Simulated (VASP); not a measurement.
Here is a VASP 6.6.1 calculation.

The input INCAR:

```
PREC = Accurate
ENCUT = 520
EDIFF = 1E-6
ISMEAR = 0
SIGMA = 0.15
LREAL = F
LASPH = T
NELM = 80
ALGO = Normal
ISIF = 2
LWAVE = F
LCHARG = F
GGA = PE
NBANDS = 16
```

KPOINTS

```
regular mesh
0
Gamma
  18 18 16
```

Contents of POSCAR:

```
WC
1.0
    2.8424914073      0.0000000000      0.0000000000
   -1.4212457036      2.5621460858      0.0000000000
    0.0000000000      0.0000000000      2.8290000000
W C
1 1
Direct
    0.0000000000      0.0000000000      0.0000000000
    0.6666666667      0.3333333333      0.5000000000
```

Potentials or basis: VASP PAW PBE potentials, release 64 (W_sv, C).

Run with:

```sh
$ cat potpaw_PBE.64/W_sv/POTCAR potpaw_PBE.64/C/POTCAR > POTCAR
$ mpirun -np 1 vasp_std > vasp.out
```

(1) What does it give for the largest force?

(2) What does it give for the band gap on the k mesh?

(3) Predict the pressure.

Answers

(1) 0.218 eV/Å.

(2) zero (bands 9 and 10 overlap by 1.33 eV).

(3) 10.1 GPa.

Caveat: the cell differs from its parent crystal (strain -0.0200 x Voigt [1, -1, 0, 0, 0, 0]); the cell stands under pressure; spin-orbit coupling is left out, which moves the levels of the heavy elements.
